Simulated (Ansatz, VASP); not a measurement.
**ZnAu in VASP and in Ansatz**

INCAR

```
SYSTEM = ZnAu
PREC     = Accurate       ! precision mode
ENCUT    = 520            ! plane-wave cutoff, eV
EDIFF    = 1E-6           ! SCF threshold, eV
ISMEAR   = 0              ! smearing method
SIGMA    = 0.15           ! smearing width, eV
LREAL    = .FALSE.        ! projectors in reciprocal space
LASPH    = .TRUE.         ! aspherical terms in the spheres
NELM     = 60             ! most SCF steps
ALGO     = Fast           ! electronic algorithm
ISIF     = 2              ! what is computed and relaxed
LWAVE    = .FALSE.        ! write WAVECAR
LCHARG   = .FALSE.        ! write CHGCAR
GGA      = PE             ! functional
NBANDS   = 18             ! bands
```

KPOINTS

```
regular mesh
0
G
  16 16 16
  0 0 0
```

Contents of POSCAR:

```
ZnAu
1.0
    3.2256750000      0.0000000000      0.0000000000
    0.0000000000      3.2256750000      0.0000000000
    0.0000000000      0.0000000000      3.3043500000
Zn Au
1 1
Direct
    0.5000000000      0.5000000000      0.5000000000
    0.0000000000      0.0000000000      0.0000000000
```

Input for Ansatz:

```yaml
crystal:
  lattice:
    - [3.225675, 0.0, 0.0]
    - [0.0, 3.225675, 0.0]
    - [0.0, 0.0, 3.30435]
  atoms:
    - { symbol: Zn, position: [0.5, 0.5, 0.5] }
    - { symbol: Au, position: [0.0, 0.0, 0.0] }
basis:
  ecutwfc: 420
kpoints:
  mp_grid: { grid: [16, 16, 16] }
hamiltonian:
  xc: pbe
scf:
  occupations: { method: gaussian, width: 0.15 }
output:
  forces: true
  stress: true
  eigenvalues: true
  write_density: true
  write_potential: true
  elf: true
  volumetric_format: npy
```

Change from the starting cell: strain +0.025 along x and y, +0.050 along z, atoms carried along.

Alike in both runs: task single point; functional PBE; k mesh 16 × 16 × 16; occupations gaussian, width 0.15 eV; no spin polarisation.

|  | VASP | Ansatz |
| --- | --- | --- |
| version | VASP 6.6.1 | Ansatz 0.2.0 |
| potentials or method | VASP PAW PBE potentials, release 64 (Zn, Au), cutoff 520 eV | scalar-relativistic, plane waves, PAW |
| valence electrons in the cell | 23 | 31 |

|  | VASP | Ansatz | Ansatz less VASP |
| --- | --- | --- | --- |
| gap on the k mesh at the Fermi level (eV) | none | none | - |
| pressure (GPa) | -5.9 | -6.0 | -0.12 |
| traceless stress, the component that is largest in VASP (GPa) | -0.13 | -0.14 | -0.003 |

A gap of «none» marks a metal or a gap that the smearing closes. VASP's potentials hold 23 valence electrons a cell and Ansatz's 31, so a difference there can come from the potentials and not from the codes.

Spin-orbit coupling is off throughout.
